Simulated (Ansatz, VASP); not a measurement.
## Two plane-wave programs on HfO2

```xyz
3
Lattice="0.0000 2.5575 2.5575 2.5575 0.0000 2.5575 2.5575 2.5575 0.0000" Properties=species:S:1:pos:R:3 pbc="T T T"
Hf    0.0207    0.0207    0.0207
O     1.1633    1.1633    1.1633
O     3.7208    3.7208    3.7208
```

Change from the starting cell: mode 4 (205.5 1/cm) frozen in, largest displacement -0.200 Å.

Alike in both runs: task single point; functional PBE; k mesh 8 × 8 × 8; occupations gaussian, width 0.05 eV; no spin polarisation.

|  | VASP | Ansatz |
| --- | --- | --- |
| version | VASP 6.6.1 | Ansatz 0.2.0 |
| potentials or method | VASP PAW PBE potentials, release 64 (Hf_pv, O), cutoff 520 eV | scalar-relativistic, plane waves, PAW |
| valence electrons in the cell | 22 | 38 |

VASP gave:

| Item | Value |
| --- | --- |
| gap on the k mesh at the Fermi level (eV) | 3.87 |
| least direct gap on the mesh (eV) | 3.87 |
| pressure (GPa) | 0.0 |
| traceless stress, the component that is largest in VASP (GPa) | 3.43 |
| rms of the force components (eV/Å) | 0.728 |

Task: Estimate Ansatz's values.

Result: gap on the k mesh at the Fermi level (eV): 3.89; least direct gap on the mesh (eV): 3.89; pressure (GPa): 3.3; traceless stress, the component that is largest in VASP (GPa): 3.44; rms of the force components (eV/Å): 0.750.

Atom by atom the forces differ by 0.023 eV/Å (rms over components). VASP's potentials hold 22 valence electrons a cell and Ansatz's 38, so a difference there can come from the potentials and not from the codes.

Neither program's run includes spin-orbit coupling.
